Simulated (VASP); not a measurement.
# CuSi4P3 (R3m) in VASP: single point with PBE

Aim: the single point of CuSi4P3 with PBE.

Program: VASP 6.6.1. These are calculated values, not measurements. Logs are shortened: lines on timing, memory, paths and dates and some standing lists are left out, and cuts for length are marked.

### 1 The cell of the first run

It takes space group R3m (No. 160, trigonal). Conventional cell: a = 3.872 Å, b = 3.872 Å, c = 34.663 Å, α = 90.00°, β = 90.00°, γ = 120.00°. Cu (site symmetry 3m) has 3 P at 2.29 Å and 1 Si at 2.38 Å within 3.0 Å. P (site symmetry 3m) has 1 Si at 2.21 Å and 3 Cu at 2.29 Å within 2.9 Å. Within 3.0 Å of P (site symmetry 3m) lie 4 Si at 2.26 to 2.34 Å. P (site symmetry 3m) has 4 Si at 2.28 to 2.29 Å within 3.0 Å. Si (site symmetry 3m) has 3 Si at 2.35 Å and 1 Cu at 2.38 Å within 3.1 Å. Within 2.9 Å of Si (site symmetry 3m) lie 4 P at 2.21 to 2.34 Å. Si (site symmetry 3m) has 4 P at 2.26 to 2.29 Å within 3.0 Å. Within 3.0 Å of Si (site symmetry 3m) lie 1 P at 2.28 Å and 3 Si at 2.35 Å.

### 2 Single point, PBE

INCAR reads:

```
PREC = Accurate
ENCUT = 520
EDIFF = 1E-6
ISMEAR = -1
SIGMA = 0.05
LREAL = F
LASPH = T
NELM = 60
ALGO = Normal
ISIF = 2
LWAVE = F
LCHARG = T
GGA = PE
LELF = T
LVHAR = T
NBANDS = 31
```

KPOINTS reads:

```
regular mesh
0
Gamma
  8 8 8
```

POSCAR reads:

```
CuSi4P3
1.0
    1.9357869250      1.1176271022     11.5543338505
   -1.9357869250      1.1176271022     11.5543338505
    0.0000000000     -2.2352542045     11.5543338505
Cu P Si
1 3 4
Direct
    0.9944980000      0.9944980000      0.9944980000
    0.3138850000      0.3138850000      0.3138850000
    0.5632290000      0.5632290000      0.5632290000
    0.8164080000      0.8164080000      0.8164080000
    0.0631480000      0.0631480000      0.0631480000
    0.2502400000      0.2502400000      0.2502400000
    0.4980110000      0.4980110000      0.4980110000
    0.7505810000      0.7505810000      0.7505810000
```

Potentials or basis: VASP PAW PBE potentials, release 64 (Cu, P, Si).

On the command line:

```console
cat potpaw_PBE.64/Cu/POTCAR potpaw_PBE.64/P/POTCAR potpaw_PBE.64/Si/POTCAR > POTCAR
mpirun -np 1 vasp_std > vasp.out
```

OUTCAR:

```text
PREC = Accurate
   ENCUT = 520
   EDIFF = 1E-6
   ISMEAR = -1
   LREAL = F
   LASPH = T
   NELM = 60
   ISIF = 2
   GGA = PE

 ion  position               nearest neighbor table
   1  0.994  0.994  0.994-   2 2.29   2 2.29   2 2.29   5 2.38
   2  0.314  0.314  0.314-   6 2.21   1 2.29   1 2.29   1 2.29
   3  0.563  0.563  0.563-   7 2.26   6 2.34   6 2.34   6 2.34
   4  0.816  0.816  0.816-   8 2.28   7 2.29   7 2.29   7 2.29
   5  0.063  0.063  0.063-   8 2.35   8 2.35   8 2.35   1 2.38
   6  0.250  0.250  0.250-   2 2.21   3 2.34   3 2.34   3 2.34
   7  0.498  0.498  0.498-   3 2.26   4 2.29   4 2.29   4 2.29
   8  0.751  0.751  0.751-   4 2.28   5 2.35   5 2.35   5 2.35

  LATTYP: Found a trigonal (rhomboedric) cell.
 ALAT       =    11.7685594738
 COS(alpha) =     0.9458873893

  Lattice vectors:

 A1 = (   1.9357869250,   1.1176271022,  11.5543338505)
 A2 = (  -1.9357869250,   1.1176271022,  11.5543338505)
 A3 = (   0.0000000000,  -2.2352542045,  11.5543338505)

Analysis of symmetry for initial positions (statically):
=====================================================================
 Subroutine PRICEL returns:
 Original cell was already a primitive cell.

 Routine SETGRP: Setting up the symmetry group for a
 trigonal (rhombohedral) supercell.

 Subroutine GETGRP returns: Found  6 space group operations
 (whereof  6 operations were pure point group operations)
 out of a pool of 12 trial point group operations.

The static configuration has the point symmetry C_3v.

Analysis of symmetry for dynamics (positions and initial velocities):
=====================================================================
 Subroutine PRICEL returns:
 Original cell was already a primitive cell.

 Routine SETGRP: Setting up the symmetry group for a
 trigonal (rhombohedral) supercell.

 Subroutine GETGRP returns: Found  6 space group operations
 (whereof  6 operations were pure point group operations)
 out of a pool of 12 trial point group operations.

The dynamic configuration has the point symmetry C_3v.

 Subroutine INISYM returns: Found  6 space group operations
 (whereof  6 operations are pure point group operations),
 and found     1 'primitive' translations

----------------------------------------------------------------------------------------

                                     Primitive cell

  volume of cell :     149.9860

  direct lattice vectors                    reciprocal lattice vectors
     1.935786925  1.117627102 11.554333851     0.258292890  0.149125470  0.028849204
    -1.935786925  1.117627102 11.554333851    -0.258292890  0.149125470  0.028849204
     0.000000000 -2.235254204 11.554333851     0.000000000 -0.298250940  0.028849204

  length of vectors
    11.768559474 11.768559474 11.768559474     0.299642953  0.299642953  0.299642953

  position of ions in fractional coordinates (direct lattice)
     0.994498000  0.994498000  0.994498000
     0.313885000  0.313885000  0.313885000
     0.563229000  0.563229000  0.563229000
     0.816408000  0.816408000  0.816408000
     0.063148000  0.063148000  0.063148000
     0.250240000  0.250240000  0.250240000
     0.498011000  0.498011000  0.498011000
     0.750581000  0.750581000  0.750581000

  ion indices of the primitive-cell ions
   primitive index   ion index
                 1           1
                 2           2
                 3           3
                 4           4
                 5           5
                 6           6
                 7           7
                 8           8

----------------------------------------------------------------------------------------

 KPOINTS: regular mesh

Automatic generation of k-mesh.
 Grid dimensions read from file:
 generate k-points for:    8    8    8

 Generating k-lattice:

  Cartesian coordinates                     Fractional coordinates (reciprocal lattice)
     0.032286611  0.018640684  0.003606150     0.125000000  0.000000000  0.000000000
    -0.032286611  0.018640684  0.003606150     0.000000000  0.125000000  0.000000000
     0.000000000 -0.037281367  0.003606150     0.000000000  0.000000000  0.125000000

  Length of vectors
     0.037455369  0.037455369  0.037455369

  Shift w.r.t. Gamma in fractional coordinates (k-lattice)
     0.000000000  0.000000000  0.000000000

 Subroutine IBZKPT returns following result:
 ===========================================

 Found     65 irreducible k-points:

 Following reciprocal coordinates:
            Coordinates               Weight
  0.000000  0.000000  0.000000      1.000000
  0.125000 -0.000000  0.000000      6.000000
  0.250000 -0.000000  0.000000      6.000000
  0.375000 -0.000000  0.000000      6.000000
  0.500000 -0.000000  0.000000      3.000000
  0.125000  0.125000  0.000000      6.000000
[... 16 lines left out ...]
  0.250000  0.125000  0.125000      6.000000
  0.375000  0.125000  0.125000      6.000000
 [... further k-points ...]
   k-points           NKPTS =     65   k-points in BZ     NKDIM =     65   number of bands    NBANDS=     31
   number of dos      NEDOS =    301   number of ions     NIONS =      8
   total plane-waves  NPLWV = 729000
   dimension x,y,z NGX =    90 NGY =   90 NGZ =   90
   dimension x,y,z NGXF=   180 NGYF=  180 NGZF=  180
   ions per type =               1   3   4
   NGX,Y,Z   is equivalent  to a cutoff of  12.71, 12.71, 12.71 a.u.
   NGXF,Y,Z  is equivalent  to a cutoff of  25.43, 25.43, 25.43 a.u.
 SYSTEM =  unknown system
   PREC   = accura    normal or accurate (medium, high low for compatibility)
   ISTART =      0    job   : 0-new  1-cont  2-samecut
   ICHARG =      2    charge: 1-file 2-atom 10-const
   ISPIN  =      1    spin polarized calculation?
   LNONCOLLINEAR =      F non collinear calculations
   LSORBIT =      F    spin-orbit coupling
   LASPH  =      T    aspherical Exc in radial PAW
   ENCUT  =  520.0 eV  38.22 Ry    6.18 a.u.  21.88 21.88 21.88*2*pi/ulx,y,z
   NELM   =     60;   NELMIN=  2; NELMDL= -5     # of ELM steps
   EDIFF  = 0.1E-05   stopping-criterion for ELM
   LREAL  =      F    real-space projection
   EDIFFG = 0.1E-04   stopping-criterion for IOM
   NSW    =      0    number of steps for IOM
   IBRION =     -1    ionic relax: 0-MD 1-quasi-New 2-CG
   NFREE  =      0    steps in history (QN), initial steepest desc. (CG)
   ISIF   =      2    stress and relaxation
   ISYM   =      2    0-nonsym 1-usesym 2-fastsym
   POTIM  = 0.5000    time-step for ionic-motion
   TEBEG  =    0.0;   TEEND  =   0.0 temperature during run
   PSTRESS=    0.0 pullay stress
   NELECT =      42.0000    total number of electrons
   NUPDOWN=      -1.0000    fix difference up-down
   EMIN   =  10.00;   EMAX   =-10.00  energy-range for DOS
   EFERMI =   0.00;   METHOD = LEGACY
   ISMEAR =    -1;   SIGMA  =   0.05  broadening in eV -4-tet -1-fermi 0-gaus
   EFERMI_NEDOS =   21; number of points for ismear=-14 and -15
   IALGO  =     38    algorithm
   IMIX   =      4    mixing-type and parameters
     AMIX     =   0.40;   BMIX     =  1.00
     AMIX_MAG =   1.60;   BMIX_MAG =  1.00
  volume/ion in A,a.u.               =      18.75       126.52
  Fermi-wavevector in a.u.,A,eV,Ry     =   1.071045  2.023982 15.607752  1.147137
  Thomas-Fermi vector in A             =   2.206773
   LORBIT       =      0    0 simple, 1 ext, 2 COOP (PROOUT), +10 PAW based schemes
   GGA     = PE    functional components
   LHFCALC =     F    Hartree Fock is set to
   AEXX    =    0.0000 exact exchange contribution
   IVDW    =     0    specifies the selected vdW correction
   LEPSILON=     F    determine dielectric tensor
   LRPA    =     F    only Hartree local field effects (RPA)
 non-spin polarized calculation
  energy-cutoff  :      520.00
  volume of cell :      149.99
 maximum number of plane-waves:      4056
 NGX is ok and might be reduce to    90
   NGX = 43   NGY = 43   NGZ = 43

 number of electron      41.9999993 magnetization

 Free energy of the ion-electron system (eV)
  ---------------------------------------------------
  ext. energy  EPLUGINS =         0.00000000
  ---------------------------------------------------
  free energy    TOTEN  =       -40.91748455 eV

  energy without entropy =      -40.89173071  energy(sigma->0) =      -40.90460763

 E-fermi :   6.2863     XC(G=0):  -9.8267

 val. band max:        6.2833009200   @ k =   0.5000   0.1250  -0.0000
 cond. band min:       6.3113430727   @ k =  -0.3750   0.2500   0.1250
 fundamental gap:      0.0280421527
 Fermi energy:         6.2862770882

 k-point     1 :       0.0000    0.0000    0.0000
  band No.  band energies     occupation
      1      -8.2179      2.00000
      2      -7.0547      2.00000
      3      -5.1147      2.00000
      4      -4.0630      2.00000
      5      -1.3893      2.00000
      6       1.4162      2.00000
[... 23 lines left out ...]
     30       9.5329      0.00000
     31       9.5928      0.00000

 k-point     2 :       0.1250   -0.0000    0.0000
  band No.  band energies     occupation
      1      -8.0576      2.00000
      2      -6.9071      2.00000
      3      -4.9834      2.00000
      4      -3.9288      2.00000
      5      -1.3681      2.00000
      6       1.0400      2.00000
[... 23 lines left out ...]
     30      10.1043      0.00000
     31      10.1649      0.00000

 k-point     3 :       0.2500   -0.0000    0.0000
  band No.  band energies     occupation
      1      -7.5944      2.00000
      2      -6.4950      2.00000
      3      -4.6676      2.00000
      4      -3.5284      2.00000
      5      -1.6558      2.00000
      6      -0.3345      2.00000
[... 703 lines left out ...]
     30      10.1121      0.00000
     31      10.3210      0.00000

 k-point    24 :       0.3750    0.1250    0.1250
  band No.  band energies     occupation
      1      -7.5933      2.00000
      2      -6.5012      2.00000
      3      -4.6302      2.00000
      4      -3.5916      2.00000
      5      -1.5932      2.00000
      6      -0.3951      2.00000
[... 23 lines left out ...]
     30      10.3473      0.00000
     31      11.2202      0.00000

 [... further k-points ...]

------------------------ aborting loop because EDIFF is reached ----------------------------------------

  FORCE on cell =-STRESS in cart. coord.  units (eV):
  Direction    XX          YY          ZZ          XY          YZ          ZX
  --------------------------------------------------------------------------------------
  -------------------------------------------------------------------------------------
  Total       -0.0633720     -0.0633720      1.8785592      0.0000000     -0.0000000     -0.0000000
  in kB       -0.6769517     -0.6769517     20.0671104      0.0000000     -0.0000000     -0.0000000
  external PRESSURE =       6.2377357 kB  Pullay stress =       0.0000000 kB

 VOLUME and BASIS-vectors are now :
 -----------------------------------------------------------------------------
  energy-cutoff  :      520.00
  volume of cell :      149.99
      direct lattice vectors                 reciprocal lattice vectors
     1.935786925  1.117627102 11.554333851     0.258292890  0.149125470  0.028849204
    -1.935786925  1.117627102 11.554333851    -0.258292890  0.149125470  0.028849204
     0.000000000 -2.235254204 11.554333851     0.000000000 -0.298250940  0.028849204

 POSITION                                       TOTAL-FORCE (eV/Angst)
 -----------------------------------------------------------------------------------
      0.00000     -0.00000     34.47229         0.000000      0.000000     -0.116240
      0.00000     -0.00000     10.88020         0.000000     -0.000000      0.073735
      0.00000     -0.00000     19.52321         0.000000      0.000000     -0.356277
      0.00000     -0.00000     28.29915         0.000000      0.000000     -0.290150
      0.00000     -0.00000      2.18890         0.000000      0.000000     -0.154077
      0.00000     -0.00000      8.67407         0.000000     -0.000000      0.633474
      0.00000     -0.00000     17.26256         0.000000     -0.000000      0.468736
      0.00000     -0.00000     26.01739         0.000000      0.000000     -0.259202
 -----------------------------------------------------------------------------------
    total drift:                               -0.000000     -0.000000      0.000296

  FREE ENERGIE OF THE ION-ELECTRON SYSTEM (eV)
  ---------------------------------------------------
  free  energy   TOTEN  =       -40.9174845545 eV

  energy  without entropy=      -40.8917307099  energy(sigma->0) =      -40.90460763
```

Run time: 81 min. Hardware: 1 thread of AMD EPYC 7R13 (Zen 3), shared host; peak memory 1.4 GiB.

What came out:

- Free energy: -40.9175 eV
- Pressure: 0.6 GPa
- Largest force: 0.633 eV/Å
- Band gap on the k mesh: zero (bands 21 and 22 overlap by 1.10 eV)

Forces in eV/Å, atoms in the order of the input:
```
Cu   0.000  0.000 -0.116
P    0.000  0.000  0.074
P    0.000  0.000 -0.356
P    0.000  0.000 -0.290
Si   0.000  0.000 -0.154
Si   0.000  0.000  0.633
Si   0.000  0.000  0.469
Si   0.000  0.000 -0.259
```

Stress tensor (GPa, compression positive):
```
-0.07  0.00  0.00
 0.00 -0.07  0.00
 0.00  0.00  2.01
```

Levels at points of the mesh, in eV from the Fermi level:
```csv
k point,band 17,band 18,band 19,band 20,band 21,band 22,band 23,band 24,band 25,band 26
"(0.00, 0.00, 0.00)",-1.31,-0.73,-0.73,-0.57,0.51,0.68,0.68,1.46,1.46,2.11
"(0.50, 0.00, 0.00)",-2.72,-2.32,-2.00,-1.07,-0.96,-0.59,0.35,1.78,1.96,2.98
"(0.50, 0.50, 0.00)",-2.80,-2.42,-2.08,-1.01,-0.49,-0.21,0.27,1.01,1.37,2.69
"(0.50, 0.50, 0.50)",-1.30,-0.93,-0.70,-0.70,0.27,0.57,0.57,1.51,1.51,2.17
```
